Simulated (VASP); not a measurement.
# SnO2 in VASP: further runs, part 2 of 2

VASP 6.6.1. Earlier steps stand in the parts before.

**4. Single point, PBE+D3(BJ) (atoms displaced along a vibrational mode)**

File INCAR:

```
SYSTEM = SnO2
PREC = Accurate ; ENCUT = 520
EDIFF = 1E-6 ; ISMEAR = 0
SIGMA = 0.05 ; LREAL = .False.
LASPH = .True. ; NELM = 80
ALGO = Normal ; ISIF = 2
LWAVE = .False. ; LCHARG = .False.
GGA = PE ; IVDW = 12
NBANDS = 64
```

File KPOINTS:

```
Automatic mesh
0
Gamma
  6 6 6
  0 0 0
```

File POSCAR:

```
SnO2
1.0
    3.2373377712      1.8690778337      4.2908446647
   -3.2373377712      1.8690778337      4.2908446647
    0.0000000000     -3.7381556673      4.2908446647
Sn O
4 8
Direct
    0.8611666638      0.8665850551      0.8665850549
    0.3611989164      0.3665857616      0.8665896802
    0.3611989164      0.8665896805      0.3665857613
    0.8611792975      0.3665906278      0.3665906276
    0.1345320663      0.6144693204      0.6144693213
    0.6345440701      0.1145220328      0.6144876962
    0.6345440701      0.6144876953      0.1145220338
    0.6217289383      0.6017415496      0.6017415505
    0.1345393182      0.1145106696      0.1145106705
    0.1217648705      0.1016933824      0.6017141639
    0.1217648705      0.6017141630      0.1016933834
    0.6217610537      0.1017175328      0.1017175338
```

Potentials or basis: VASP PAW PBE potentials, release 64 (Sn_d, O).

The run is started by

```
cat potpaw_PBE.64/Sn_d/POTCAR potpaw_PBE.64/O/POTCAR > POTCAR
mpirun -np 1 vasp_std > vasp.out
```

OUTCAR:

```text
SYSTEM = SnO2
   PREC = Accurate
   ENCUT = 520
   EDIFF = 1E-6
   ISMEAR = 0
   LREAL = .False.
   LASPH = .True.
   NELM = 80
   ISIF = 2
   GGA = PE
   IVDW = 12
 IVDW          = 12

 ion  position               nearest neighbor table
   1  0.861  0.867  0.867-  12 2.03   6 2.07   7 2.07  10 2.16  11 2.16   5 2.20   3 3.24   2 3.24
                             4 3.24   4 3.24   2 3.24   3 3.24
   2  0.361  0.367  0.867-  11 2.03   9 2.08   5 2.08   8 2.16  12 2.16   6 2.20   1 3.24   4 3.24
                             3 3.24   3 3.24   4 3.24   1 3.24
   3  0.361  0.867  0.367-  10 2.03   9 2.08   5 2.08   8 2.16  12 2.16   7 2.20   1 3.24   4 3.24
                             2 3.24   2 3.24   4 3.24   1 3.24
   4  0.861  0.367  0.367-   8 2.03   7 2.07   6 2.07  11 2.16  10 2.16   9 2.20   2 3.24   3 3.24
                             1 3.24   1 3.24   3 3.24   2 3.24
   5  0.135  0.614  0.614-   2 2.08   3 2.08   1 2.20
   6  0.635  0.115  0.614-   4 2.07   1 2.07   2 2.20
   7  0.635  0.614  0.115-   4 2.07   1 2.07   3 2.20
   8  0.622  0.602  0.602-   4 2.03   2 2.16   3 2.16
   9  0.135  0.115  0.115-   3 2.08   2 2.08   4 2.20
  10  0.122  0.102  0.602-   3 2.03   1 2.16   4 2.16
  11  0.122  0.602  0.102-   2 2.03   1 2.16   4 2.16
  12  0.622  0.102  0.102-   1 2.03   3 2.16   2 2.16

  LATTYP: Found a trigonal (rhomboedric) cell.
 ALAT       =     5.6907957027
 COS(alpha) =     0.3527679204

  Lattice vectors:

 A1 = (   3.2373377712,   1.8690778337,   4.2908446647)
 A2 = (  -3.2373377712,   1.8690778337,   4.2908446647)
 A3 = (   0.0000000000,  -3.7381556673,   4.2908446647)

Analysis of symmetry for initial positions (statically):
=====================================================================
 Subroutine PRICEL returns:
 Original cell was already a primitive cell.

 Routine SETGRP: Setting up the symmetry group for a
 trigonal (rhombohedral) supercell.

 Subroutine GETGRP returns: Found  2 space group operations
 (whereof  2 operations were pure point group operations)
 out of a pool of 12 trial point group operations.

The static configuration has the point symmetry C_1h.

Analysis of symmetry for dynamics (positions and initial velocities):
=====================================================================
 Subroutine PRICEL returns:
 Original cell was already a primitive cell.

 Routine SETGRP: Setting up the symmetry group for a
 trigonal (rhombohedral) supercell.

 Subroutine GETGRP returns: Found  2 space group operations
 (whereof  2 operations were pure point group operations)
 out of a pool of 12 trial point group operations.

The dynamic configuration has the point symmetry C_1h.

 Subroutine INISYM returns: Found  2 space group operations
 (whereof  2 operations are pure point group operations),
 and found     1 'primitive' translations

----------------------------------------------------------------------------------------

                                     Primitive cell

  volume of cell :     155.7792

  direct lattice vectors                    reciprocal lattice vectors
     3.237337771  1.869077834  4.290844665     0.154447894  0.089170533  0.077684782
    -3.237337771  1.869077834  4.290844665    -0.154447894  0.089170533  0.077684782
     0.000000000 -3.738155667  4.290844665     0.000000000 -0.178341066  0.077684782
[... 88 lines left out ...]
   total plane-waves  NPLWV =  74088
   dimension x,y,z NGX =    42 NGY =   42 NGZ =   42
   dimension x,y,z NGXF=    84 NGYF=   84 NGZF=   84
   ions per type =               4   8
   NGX,Y,Z   is equivalent  to a cutoff of  12.27, 12.27, 12.27 a.u.
   NGXF,Y,Z  is equivalent  to a cutoff of  24.54, 24.54, 24.54 a.u.
 SYSTEM =  SnO2
   PREC   = accura    normal or accurate (medium, high low for compatibility)
   ISTART =      0    job   : 0-new  1-cont  2-samecut
   ICHARG =      2    charge: 1-file 2-atom 10-const
   ISPIN  =      1    spin polarized calculation?
   LNONCOLLINEAR =      F non collinear calculations
   LSORBIT =      F    spin-orbit coupling
   LASPH  =      T    aspherical Exc in radial PAW
   ENCUT  =  520.0 eV  38.22 Ry    6.18 a.u.  10.58 10.58 10.58*2*pi/ulx,y,z
   NELM   =     80;   NELMIN=  2; NELMDL= -5     # of ELM steps
   EDIFF  = 0.1E-05   stopping-criterion for ELM
   LREAL  =      F    real-space projection
   EDIFFG = 0.1E-04   stopping-criterion for IOM
   NSW    =      0    number of steps for IOM
   IBRION =     -1    ionic relax: 0-MD 1-quasi-New 2-CG
   NFREE  =      0    steps in history (QN), initial steepest desc. (CG)
   ISIF   =      2    stress and relaxation
   ISYM   =      2    0-nonsym 1-usesym 2-fastsym
   POTIM  = 0.5000    time-step for ionic-motion
   TEBEG  =    0.0;   TEEND  =   0.0 temperature during run
   PSTRESS=    0.0 pullay stress
   NELECT =     104.0000    total number of electrons
   NUPDOWN=      -1.0000    fix difference up-down
   EMIN   =  10.00;   EMAX   =-10.00  energy-range for DOS
   EFERMI =   0.00;   METHOD = LEGACY
   ISMEAR =     0;   SIGMA  =   0.05  broadening in eV -4-tet -1-fermi 0-gaus
   EFERMI_NEDOS =   21; number of points for ismear=-14 and -15
   IALGO  =     38    algorithm
   IMIX   =      4    mixing-type and parameters
     AMIX     =   0.40;   BMIX     =  1.00
     AMIX_MAG =   1.60;   BMIX_MAG =  1.00
  volume/ion in A,a.u.               =      12.98        87.60
  Fermi-wavevector in a.u.,A,eV,Ry     =   1.430813  2.703844 27.854188  2.047225
  Thomas-Fermi vector in A             =   2.550617
   LORBIT       =      0    0 simple, 1 ext, 2 COOP (PROOUT), +10 PAW based schemes
   GGA     = PE    functional components
   LHFCALC =     F    Hartree Fock is set to
   AEXX    =    0.0000 exact exchange contribution
   IVDW    =    12    specifies the selected vdW correction
   LEPSILON=     F    determine dielectric tensor
   LRPA    =     F    only Hartree local field effects (RPA)
 non-spin polarized calculation
 Gauss-broadening in eV      SIGMA  =   0.05
  energy-cutoff  :      520.00
  volume of cell :      155.78
 maximum number of plane-waves:      4212
   NGX = 21   NGY = 21   NGZ = 21

 number of electron     104.0000035 magnetization

 Free energy of the ion-electron system (eV)
  ---------------------------------------------------
  ext. energy  EPLUGINS =         0.00000000
  ---------------------------------------------------
  free energy    TOTEN  =       -72.39562037 eV

  energy without entropy =      -72.39562037  energy(sigma->0) =      -72.39562037

 E-fermi :   5.0803     XC(G=0): -10.7293

 val. band max:        4.8700216638   @ k =   0.0000   0.0000   0.0000
 cond. band min:       6.4122246366   @ k =   0.0000   0.0000   0.0000
 fundamental gap:      1.5422029728
 Fermi energy:         5.0802524827

 k-point     1 :       0.0000    0.0000    0.0000
  band No.  band energies     occupation
      1     -15.9681      2.00000
      2     -15.9529      2.00000
      3     -15.9524      2.00000
      4     -15.3859      2.00000
      5     -15.1894      2.00000
      6     -15.1454      2.00000
[... 1597 lines left out ...]
     63      14.2173      0.00000
     64      14.7476      0.00000

 [... further k-points ...]

------------------------ aborting loop because EDIFF is reached ----------------------------------------

 Edisp (eV)   -2.41283

 E8    (eV) :    -0.9593

  FORCE on cell =-STRESS in cart. coord.  units (eV):
  Direction    XX          YY          ZZ          XY          YZ          ZX
  --------------------------------------------------------------------------------------
  -------------------------------------------------------------------------------------
  Total       2.24240     1.72779     1.12136     0.44566    -0.51381    -0.88995
  in kB      23.06288    17.77021    11.53306     4.58359    -5.28451    -9.15304
  external pressure =       17.46 kB  Pullay stress =        0.00 kB

 VOLUME and BASIS-vectors are now :
 -----------------------------------------------------------------------------
  energy-cutoff  :      520.00
  volume of cell :      155.78
      direct lattice vectors                 reciprocal lattice vectors
     3.237337771  1.869077834  4.290844665     0.154447894  0.089170533  0.077684782
    -3.237337771  1.869077834  4.290844665    -0.154447894  0.089170533  0.077684782
     0.000000000 -3.738155667  4.290844665     0.000000000 -0.178341066  0.077684782

 POSITION                                       TOTAL-FORCE (eV/Angst)
 -----------------------------------------------------------------------------------
     -0.01754     -0.01013     11.13190         1.223624      0.706460     -0.026104
     -0.01744     -1.87916      6.84121         1.217741      0.705181     -0.027829
     -1.63612      0.92448      6.84121         1.219575      0.702004     -0.027829
      1.60115      0.92442      6.84115         1.221286      0.705110     -0.023153
     -1.55372     -0.89704      5.85044        -0.496698     -0.286769     -0.149743
      1.68349     -0.89699      5.85080        -0.496593     -0.288099     -0.153168
      0.06493      1.90644      5.85080        -0.497798     -0.286013     -0.153168
      0.06471      0.03736      7.83170        -0.721300     -0.416443      0.177767
      0.06484      0.03744      1.55998        -0.496110     -0.286429     -0.152907
      0.06498     -1.83164      3.54069        -0.725197     -0.418787      0.178979
     -1.55376      0.97209      3.54069        -0.725279     -0.418645      0.178979
      1.68356      0.97200      3.54079        -0.723249     -0.417568      0.178175
 -----------------------------------------------------------------------------------
    total drift:                                0.005508      0.003210     -0.000495

  FREE ENERGIE OF THE ION-ELECTRON SYSTEM (eV)
  ---------------------------------------------------
  free  energy   TOTEN  =       -74.8084551763 eV

  energy  without entropy=      -74.8084551763  energy(sigma->0) =      -74.80845518
```

Run time: 18 min. Hardware: 1 thread of Oxide Virtual Turin-like, shared host; peak memory 0.53 GiB.

What came out:

```yaml
Free_energy: -74.8085 eV
Pressure: 1.7 GPa
Largest_force: 1.413 eV/Å
Band_gap_on_the_k_mesh: 1.54 eV
Dispersion_energy_per_atom: -0.201 eV
```

Forces on the atoms (eV/Å):
```
Sn   1.224  0.706 -0.026
Sn   1.218  0.705 -0.028
Sn   1.220  0.702 -0.028
Sn   1.221  0.705 -0.023
O   -0.497 -0.287 -0.150
O   -0.497 -0.288 -0.153
O   -0.498 -0.286 -0.153
O   -0.721 -0.416  0.178
O   -0.496 -0.286 -0.153
O   -0.725 -0.419  0.179
O   -0.725 -0.419  0.179
O   -0.723 -0.418  0.178
```

Levels at points of the mesh, in eV from the valence-band top:
```tsv
k point	band 49	band 50	band 51	band 52	band 53	band 54	band 55	band 56
(0.00, 0.00, 0.00)	-0.07	-0.07	-0.06	0.00	1.54	4.75	4.75	4.77
(0.50, 0.00, 0.00)	-0.40	-0.40	-0.08	-0.08	4.05	4.06	5.51	5.51
(0.00, 0.50, 0.00)	-0.40	-0.40	-0.08	-0.08	4.04	4.04	5.53	5.53
(0.50, 0.50, 0.00)	-0.59	-0.59	-0.17	-0.17	4.45	4.45	5.52	5.53
(0.00, 0.50, 0.50)	-0.59	-0.58	-0.18	-0.18	4.46	4.46	5.51	5.51
(0.50, 0.50, 0.50)	-1.07	-0.96	-0.96	-0.96	3.46	5.26	5.26	5.28
```

Caveat: the cell differs from its parent crystal (atoms displaced along a vibrational mode); spin-orbit coupling is left out, which moves the levels of the heavy elements; forces of over 1 eV/Å act on the atoms, so gaps and moduli don't describe the material at rest.

**5. Single point, PBE+D3(BJ) (atoms displaced along a vibrational mode)**

File INCAR:

```
ALGO = Normal
EDIFF = 1E-6
ENCUT = 520
GGA = PE
ISIF = 2
ISMEAR = 0
IVDW = 12
LASPH = True
LCHARG = True
LELF = True
LREAL = False
LVHAR = True
LWAVE = False
NBANDS = 64
NELM = 80
PREC = Accurate
SIGMA = 0.05
```

File KPOINTS:

```
k-points
0
Gamma
  6 6 6
```

File POSCAR:

```
SnO2
1.0
    3.2373377712      1.8690778337      4.2908446647
   -3.2373377712      1.8690778337      4.2908446647
    0.0000000000     -3.7381556673      4.2908446647
Sn O
4 8
Direct
    0.8647848676      0.8647759531      0.8647759531
    0.3647872705      0.3647963248      0.8647838865
    0.3647872705      0.8647838865      0.3647963248
    0.8647908851      0.3647917101      0.3647917101
    0.1396462581      0.6119451430      0.6119451266
    0.6396077147      0.1119649456      0.6119482290
    0.6396077147      0.6119482454      0.1119649292
    0.5899584267      0.6176267976      0.6176268141
    0.1396333528      0.1119636610      0.1119636445
    0.0899286212      0.1176292681      0.6176073767
    0.0899286211      0.6176073603      0.1176292846
    0.5899746436      0.1176178810      0.1176178975
```

The run is started by

```
cat potpaw_PBE.64/Sn_d/POTCAR potpaw_PBE.64/O/POTCAR > POTCAR
mpirun -np 1 vasp_std > vasp.out
```

It took 7.1 min on 1 thread of Oxide Virtual Turin-like, shared host; peak memory 0.54 GiB.

It converged, with:

* Free energy: -74.5759 eV
* Pressure: 2.0 GPa
* Largest force: 1.218 eV/Å
* Band gap on the k mesh: 1.51 eV
* Dispersion energy per atom: -0.201 eV

Forces in eV/Å, atoms in the order of the input:
```
Sn  -0.002 -0.001  0.000
Sn   0.003 -0.001  0.001
Sn   0.000  0.003  0.001
Sn  -0.001 -0.001 -0.002
O   -1.028 -0.593 -0.276
O   -1.026 -0.593 -0.275
O   -1.027 -0.592 -0.275
O    1.026  0.593  0.275
O   -1.026 -0.593 -0.276
O    1.028  0.591  0.276
O    1.026  0.595  0.276
O    1.026  0.592  0.274
```

Stress tensor (GPa, compression positive):
```
 1.36 -0.99  7.69
-0.99  2.51  4.44
 7.69  4.44  2.13
```

Levels at points of the mesh, in eV from the valence-band top:
| k point | band 49 | band 50 | band 51 | band 52 | band 53 | band 54 | band 55 | band 56 |
| --- | --- | --- | --- | --- | --- | --- | --- | --- |
| (0.00, 0.00, 0.00) | -0.04 | -0.03 | -0.03 | 0.00 | 1.51 | 4.43 | 5.01 | 5.02 |
| (0.50, 0.00, 0.00) | -0.40 | -0.40 | -0.05 | -0.05 | 3.83 | 3.83 | 5.67 | 5.67 |
| (0.00, 0.50, 0.00) | -0.33 | -0.32 | -0.05 | -0.05 | 4.13 | 4.13 | 5.48 | 5.48 |
| (0.50, 0.50, 0.00) | -0.59 | -0.59 | -0.17 | -0.17 | 4.51 | 4.51 | 5.45 | 5.45 |
| (0.00, 0.50, 0.50) | -0.52 | -0.52 | -0.06 | -0.06 | 4.26 | 4.26 | 5.73 | 5.73 |
| (0.50, 0.50, 0.50) | -1.04 | -1.00 | -0.70 | -0.70 | 3.42 | 4.83 | 5.51 | 5.51 |

Caveat: the cell differs from its parent crystal (atoms displaced along a vibrational mode); spin-orbit coupling is left out, which moves the levels of the heavy elements; forces of over 1 eV/Å act on the atoms, so gaps and moduli don't describe the material at rest.

**6. The runs side by side**

```tsv
cell	gap on the mesh (eV)	pressure (GPa)	largest force (eV/Å)
as given, atomic positions A	1.55	1.0	0.71
as given, atomic positions B	1.54	1.8	1.24
as given, atomic positions C	1.54	1.7	1.41
as given, atomic positions D	1.51	2.0	1.22
```

Alike in all rows: task single point; level PBE+D3(BJ); potentials or basis VASP PAW PBE potentials, release 64 (Sn_d, O); no spin polarisation; k mesh 6 × 6 × 6; cutoff (eV) 520; smearing gaussian 0.05 eV.

Caveats: spin-orbit coupling is left out, which moves the levels of the heavy elements; forces of over 1 eV/Å act on the atoms, so gaps and moduli don't describe the material at rest (at least some runs).

Total energies depend on the potentials used, so only differences within one code and one set of settings carry meaning.
